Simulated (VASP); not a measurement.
NdMo, 4 atoms in the cell. It takes space group P6/mmm (No. 191, hexagonal). Conventional cell: a = 4.131 Å, b = 4.131 Å, c = 8.345 Å, α = 90.00°, β = 90.00°, γ = 120.00°. Nd (site symmetry 6mm) has 6 Mo at 3.32 Å and 7 Nd at 3.74 to 4.13 Å within 4.4 Å. Mo (site symmetry -6m2) has 3 Mo at 2.38 Å and 6 Nd at 3.32 Å within 3.4 Å. The cell was generated, and may not be a known phase.

* Program: VASP 6.6.1
* Task: relaxation of cell and atoms
* Functional: PBE
* Potentials or basis: VASP PAW PBE potentials, release 64 (Nd_3, Mo_sv), 4f in core
* Cutoff: 500 eV
* k mesh: 12 × 12 × 4
* Occupations: gaussian, width 0.1 eV
* Spin: no spin polarisation
* Dipole correction: no
* Further INCAR settings: ALGO = Normal; EDIFF = 1e-07; IBRION = 2; EDIFFG = -0.01; NSW = 100; ISIF = 3

Potentials or basis: VASP PAW PBE potentials, release 64 (Nd_3, Mo_sv), 4f in core.

Command:

```sh
$ cat potpaw_PBE.64/Nd_3/POTCAR potpaw_PBE.64/Mo_sv/POTCAR > POTCAR
$ mpirun -np 1 vasp_std > vasp.out
```

Hardware: 1 thread of Intel(R) Xeon(R) 6975P-C (Granite Rapids), on a shared host.

Task: How long does it take, and how much memory?

Result: Run time: 9.9 min on 1 thread of Intel(R) Xeon(R) 6975P-C (Granite Rapids) (shared host), peak memory 0.37 GiB. Counts: scf iterations 83, k points 57, ion steps 8.
